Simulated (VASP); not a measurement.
# Hf2SnTe6 (R-3) in VASP: single point with PBE

Aim: the single point of Hf2SnTe6 with PBE.

All numbers are computed with VASP 6.6.1; they aren't measurements. Logs are shortened: lines on timing, memory, paths and dates and some standing lists are left out, and cuts for length are marked.

## (1) The cell of the first run

Symmetry: R-3, No. 148, trigonal system. Conventional cell: a = 7.060 Å, b = 7.060 Å, c = 21.298 Å, α = 90.00°, β = 90.00°, γ = 120.00°. Within 3.8 Å of Hf (site symmetry 3) lie 6 Te at 2.90 Å. Sn (site symmetry -3) has 6 Te at 3.05 Å within 4.0 Å. Within 3.8 Å of Te (site symmetry 1) lie 2 Hf at 2.90 Å and 1 Sn at 3.05 Å.

## (2) Single point, PBE

INCAR reads:

```
ALGO = Normal
EDIFF = 1E-6
ENCUT = 520
GGA = PE
ISIF = 2
ISMEAR = 0
LASPH = T
LCHARG = F
LREAL = F
LWAVE = F
NBANDS = 45
NELM = 60
PREC = Accurate
SIGMA = 0.1
```

KPOINTS reads:

```
k-points
0
Gamma
  6 6 6
```

POSCAR reads:

```
Hf2SnTe6
1.0
    3.5297854423      2.0379225753      7.0994190392
   -3.5297854423      2.0379225753      7.0994190392
    0.0000000000     -4.0758451506      7.0994190392
Hf Sn Te
2 1 6
Direct
    0.6666439089      0.6666439089      0.6666439089
    0.3333560911      0.3333560911      0.3333560911
    0.0000000000      0.0000000000      0.0000000000
    0.0834839097      0.4353453253      0.7311464554
    0.7311464554      0.0834839097      0.4353453253
    0.4353453253      0.7311464554      0.0834839097
    0.5646546747      0.2688535446      0.9165160903
    0.2688535446      0.9165160903      0.5646546747
    0.9165160903      0.5646546747      0.2688535446
```

Potentials or basis: VASP PAW PBE potentials, release 64 (Hf_pv, Sn_d, Te).

Run with:

```console
$ cat potpaw_PBE.64/Hf_pv/POTCAR potpaw_PBE.64/Sn_d/POTCAR potpaw_PBE.64/Te/POTCAR > POTCAR
$ mpirun -np 1 vasp_std > vasp.out
```

OUTCAR:

```text
EDIFF = 1E-6
   ENCUT = 520
   GGA = PE
   ISIF = 2
   ISMEAR = 0
   LASPH = T
   LREAL = F
   NELM = 60
   PREC = Accurate

 ion  position               nearest neighbor table
   1  0.667  0.667  0.667-   8 2.90   9 2.90   7 2.90   4 2.90   5 2.90   6 2.90
   2  0.333  0.333  0.333-   5 2.90   4 2.90   6 2.90   9 2.90   8 2.90   7 2.90
   3  0.000  0.000  0.000-   6 3.05   7 3.05   5 3.05   8 3.05   4 3.05   9 3.05
   4  0.083  0.435  0.731-   2 2.90   1 2.90   3 3.05
   5  0.731  0.083  0.435-   2 2.90   1 2.90   3 3.05
   6  0.435  0.731  0.083-   2 2.90   1 2.90   3 3.05
   7  0.565  0.269  0.917-   1 2.90   2 2.90   3 3.05
   8  0.269  0.917  0.565-   1 2.90   2 2.90   3 3.05
   9  0.917  0.565  0.269-   1 2.90   2 2.90   3 3.05

  LATTYP: Found a trigonal (rhomboedric) cell.
 ALAT       =     8.1862240615
 COS(alpha) =     0.6281572175

  Lattice vectors:

 A1 = (   3.5297854423,   2.0379225753,   7.0994190392)
 A2 = (  -3.5297854423,   2.0379225753,   7.0994190392)
 A3 = (   0.0000000000,  -4.0758451506,   7.0994190392)

Analysis of symmetry for initial positions (statically):
=====================================================================
 Subroutine PRICEL returns:
 Original cell was already a primitive cell.

 Routine SETGRP: Setting up the symmetry group for a
 trigonal (rhombohedral) supercell.

 Subroutine GETGRP returns: Found  6 space group operations
 (whereof  6 operations were pure point group operations)
 out of a pool of 12 trial point group operations.

The static configuration has the point symmetry S_6 .

Analysis of symmetry for dynamics (positions and initial velocities):
=====================================================================
 Subroutine PRICEL returns:
 Original cell was already a primitive cell.

 Routine SETGRP: Setting up the symmetry group for a
 trigonal (rhombohedral) supercell.

 Subroutine GETGRP returns: Found  6 space group operations
 (whereof  6 operations were pure point group operations)
 out of a pool of 12 trial point group operations.

The dynamic configuration has the point symmetry S_6 .

 Subroutine INISYM returns: Found  6 space group operations
 (whereof  6 operations are pure point group operations),
 and found     1 'primitive' translations

----------------------------------------------------------------------------------------

                                     Primitive cell

  volume of cell :     306.4150

  direct lattice vectors                    reciprocal lattice vectors
     3.529785442  2.037922575  7.099419039     0.141651669  0.081782629  0.046952199
    -3.529785442  2.037922575  7.099419039    -0.141651669  0.081782629  0.046952199
     0.000000000 -4.075845151  7.099419039     0.000000000 -0.163565259  0.046952199

  length of vectors
     8.186224062  8.186224062  8.186224062     0.170170805  0.170170805  0.170170805

  position of ions in fractional coordinates (direct lattice)
     0.666643909  0.666643909  0.666643909
     0.333356091  0.333356091  0.333356091
     0.000000000  0.000000000  0.000000000
     0.083483910  0.435345325  0.731146455
     0.731146455  0.083483910  0.435345325
     0.435345325  0.731146455  0.083483910
     0.564654675  0.268853545  0.916516090
     0.268853545  0.916516090  0.564654675
     0.916516090  0.564654675  0.268853545

  ion indices of the primitive-cell ions
   primitive index   ion index
                 1           1
                 2           2
                 3           3
                 4           4
                 5           5
                 6           6
                 7           7
                 8           8
                 9           9

----------------------------------------------------------------------------------------

 KPOINTS: k-points

Automatic generation of k-mesh.
 Grid dimensions read from file:
 generate k-points for:    6    6    6

 Generating k-lattice:

  Cartesian coordinates                     Fractional coordinates (reciprocal lattice)
     0.023608612  0.013630438  0.007825366     0.166666667 -0.000000000 -0.000000000
    -0.023608612  0.013630438  0.007825366    -0.000000000  0.166666667 -0.000000000
     0.000000000 -0.027260876  0.007825366    -0.000000000 -0.000000000  0.166666667

  Length of vectors
     0.028361801  0.028361801  0.028361801

  Shift w.r.t. Gamma in fractional coordinates (k-lattice)
     0.000000000  0.000000000  0.000000000

 Subroutine IBZKPT returns following result:
 ===========================================

 Found     40 irreducible k-points:

 Following reciprocal coordinates:
            Coordinates               Weight
  0.000000  0.000000  0.000000      1.000000
  0.166667  0.000000  0.000000      6.000000
  0.333333  0.000000  0.000000      6.000000
  0.500000  0.000000  0.000000      3.000000
  0.166667  0.166667  0.000000      6.000000
  0.333333  0.166667  0.000000      6.000000
[... 16 lines left out ...]
  0.333333  0.333333  0.166667      6.000000
  0.500000  0.333333  0.166667      6.000000
 [... further k-points ...]
   k-points           NKPTS =     40   k-points in BZ     NKDIM =     40   number of bands    NBANDS=     45
   number of dos      NEDOS =    301   number of ions     NIONS =      9
   total plane-waves  NPLWV = 262144
   dimension x,y,z NGX =    64 NGY =   64 NGZ =   64
   dimension x,y,z NGXF=   128 NGYF=  128 NGZF=  128
   ions per type =               2   1   6
   NGX,Y,Z   is equivalent  to a cutoff of  13.00, 13.00, 13.00 a.u.
   NGXF,Y,Z  is equivalent  to a cutoff of  25.99, 25.99, 25.99 a.u.
 SYSTEM =  unknown system
   PREC   = accura    normal or accurate (medium, high low for compatibility)
   ISTART =      0    job   : 0-new  1-cont  2-samecut
   ICHARG =      2    charge: 1-file 2-atom 10-const
   ISPIN  =      1    spin polarized calculation?
   LNONCOLLINEAR =      F non collinear calculations
   LSORBIT =      F    spin-orbit coupling
   LASPH  =      T    aspherical Exc in radial PAW
   ENCUT  =  520.0 eV  38.22 Ry    6.18 a.u.  15.22 15.22 15.22*2*pi/ulx,y,z
   NELM   =     60;   NELMIN=  2; NELMDL= -5     # of ELM steps
   EDIFF  = 0.1E-05   stopping-criterion for ELM
   LREAL  =      F    real-space projection
   EDIFFG = 0.1E-04   stopping-criterion for IOM
   NSW    =      0    number of steps for IOM
   IBRION =     -1    ionic relax: 0-MD 1-quasi-New 2-CG
   NFREE  =      0    steps in history (QN), initial steepest desc. (CG)
   ISIF   =      2    stress and relaxation
   ISYM   =      2    0-nonsym 1-usesym 2-fastsym
   POTIM  = 0.5000    time-step for ionic-motion
   TEBEG  =    0.0;   TEEND  =   0.0 temperature during run
   PSTRESS=    0.0 pullay stress
   NELECT =      70.0000    total number of electrons
   NUPDOWN=      -1.0000    fix difference up-down
   EMIN   =  10.00;   EMAX   =-10.00  energy-range for DOS
   EFERMI =   0.00;   METHOD = LEGACY
   ISMEAR =     0;   SIGMA  =   0.10  broadening in eV -4-tet -1-fermi 0-gaus
   EFERMI_NEDOS =   21; number of points for ismear=-14 and -15
   IALGO  =     38    algorithm
   IMIX   =      4    mixing-type and parameters
     AMIX     =   0.40;   BMIX     =  1.00
     AMIX_MAG =   1.60;   BMIX_MAG =  1.00
  volume/ion in A,a.u.               =      34.05       229.75
  Fermi-wavevector in a.u.,A,eV,Ry     =   1.000777  1.891195 13.626989  1.001555
  Thomas-Fermi vector in A             =   2.133156
   LORBIT       =      0    0 simple, 1 ext, 2 COOP (PROOUT), +10 PAW based schemes
   GGA     = PE    functional components
   LHFCALC =     F    Hartree Fock is set to
   AEXX    =    0.0000 exact exchange contribution
   IVDW    =     0    specifies the selected vdW correction
   LEPSILON=     F    determine dielectric tensor
   LRPA    =     F    only Hartree local field effects (RPA)
 non-spin polarized calculation
 Gauss-broadening in eV      SIGMA  =   0.10
  energy-cutoff  :      520.00
  volume of cell :      306.42
 maximum number of plane-waves:      8273
 NGX is ok and might be reduce to    64
   NGX = 31   NGY = 31   NGZ = 31

 number of electron      69.9999996 magnetization

 Free energy of the ion-electron system (eV)
  ---------------------------------------------------
  ext. energy  EPLUGINS =         0.00000000
  ---------------------------------------------------
  free energy    TOTEN  =       -47.47026125 eV

  energy without entropy =      -47.43570442  energy(sigma->0) =      -47.45298283

 E-fermi :   4.2738     XC(G=0):  -8.9432

 val. band max:        4.2713331713   @ k =  -0.1667   0.1667   0.1667
 cond. band min:       4.2761047319   @ k =   0.5000   0.1667   0.0000
 fundamental gap:      0.0047715605
 Fermi energy:         4.2738276634

 k-point     1 :       0.0000    0.0000    0.0000
  band No.  band energies     occupation
      1     -26.9628      2.00000
      2     -26.9628      2.00000
      3     -26.9392      2.00000
      4     -26.9392      2.00000
      5     -26.9018      2.00000
      6     -26.8928      2.00000
[... 37 lines left out ...]
     44       7.4161      0.00000
     45       7.6269      0.00000

 k-point     2 :       0.1667    0.0000    0.0000
  band No.  band energies     occupation
      1     -26.9633      2.00000
      2     -26.9616      2.00000
      3     -26.9404      2.00000
      4     -26.9388      2.00000
      5     -26.9013      2.00000
      6     -26.8934      2.00000
[... 37 lines left out ...]
     44       7.6111      0.00000
     45       7.8519      0.00000

 k-point     3 :       0.3333    0.0000    0.0000
  band No.  band energies     occupation
      1     -26.9642      2.00000
      2     -26.9587      2.00000
      3     -26.9433      2.00000
      4     -26.9379      2.00000
      5     -26.8999      2.00000
      6     -26.8947      2.00000
[... 997 lines left out ...]
     44       7.6409      0.00000
     45       7.8784      0.00000

 k-point    24 :       0.5000    0.3333    0.1667
  band No.  band energies     occupation
      1     -26.9641      2.00000
      2     -26.9593      2.00000
      3     -26.9428      2.00000
      4     -26.9379      2.00000
      5     -26.9003      2.00000
      6     -26.8943      2.00000
[... 37 lines left out ...]
     44       7.7805      0.00000
     45       7.9772      0.00000

 [... further k-points ...]

------------------------ aborting loop because EDIFF is reached ----------------------------------------

  FORCE on cell =-STRESS in cart. coord.  units (eV):
  Direction    XX          YY          ZZ          XY          YZ          ZX
  --------------------------------------------------------------------------------------
  -------------------------------------------------------------------------------------
  Total       -0.2299003     -0.2299003     -0.2400251      0.0000001      0.0000000      0.0000000
  in kB       -1.2020985     -1.2020985     -1.2550388      0.0000003      0.0000000      0.0000000
  external PRESSURE =      -1.2197452 kB  Pullay stress =       0.0000000 kB

 VOLUME and BASIS-vectors are now :
 -----------------------------------------------------------------------------
  energy-cutoff  :      520.00
  volume of cell :      306.42
      direct lattice vectors                 reciprocal lattice vectors
     3.529785442  2.037922575  7.099419039     0.141651669  0.081782629  0.046952199
    -3.529785442  2.037922575  7.099419039    -0.141651669  0.081782629  0.046952199
     0.000000000 -4.075845151  7.099419039     0.000000000 -0.163565259  0.046952199

 POSITION                                       TOTAL-FORCE (eV/Angst)
 -----------------------------------------------------------------------------------
      0.00000      0.00000     14.19835        -0.000000     -0.000000      0.001670
      0.00000      0.00000      7.09990        -0.000000     -0.000000     -0.001670
      0.00000      0.00000      0.00000        -0.000000     -0.000000     -0.000000
     -1.24200     -1.92271      8.87410        -0.005870      0.008720     -0.021716
      2.28611     -0.11425      8.87410        -0.004617     -0.009443     -0.021716
     -1.04411      2.03695      8.87410         0.010486      0.000723     -0.021716
      1.04411     -2.03695     12.42416        -0.010486     -0.000723      0.021716
     -2.28611      0.11425     12.42416         0.004617      0.009443      0.021716
      1.24200      1.92271     12.42416         0.005870     -0.008720      0.021716
 -----------------------------------------------------------------------------------
    total drift:                                0.000000      0.000000     -0.000000

  FREE ENERGIE OF THE ION-ELECTRON SYSTEM (eV)
  ---------------------------------------------------
  free  energy   TOTEN  =       -47.4702612453 eV

  energy  without entropy=      -47.4357044165  energy(sigma->0) =      -47.45298283
```

Run time: 17 min. Hardware: 1 thread of Intel Xeon Platinum 8259CL at 2.50GHz (Skylake/Cascade Lake), shared host; peak memory 0.85 GiB.

What came out:

| Quantity | Value |
| --- | --- |
| Free energy | -47.4703 eV |
| Pressure | -0.1 GPa |
| Largest force | 0.024 eV/Å |
| Band gap on the k mesh | zero (band 35 reaches 4.70 eV, above the bottom of band 36 at 3.96 eV) |

Forces on the atoms (eV/Å):
```
Hf   0.000  0.000  0.002
Hf   0.000  0.000 -0.002
Sn   0.000  0.000  0.000
Te  -0.006  0.009 -0.022
Te  -0.005 -0.009 -0.022
Te   0.010  0.001 -0.022
Te  -0.010 -0.001  0.022
Te   0.005  0.009  0.022
Te   0.006 -0.009  0.022
```

Caveat: spin-orbit coupling is left out, which moves the levels of the heavy elements.
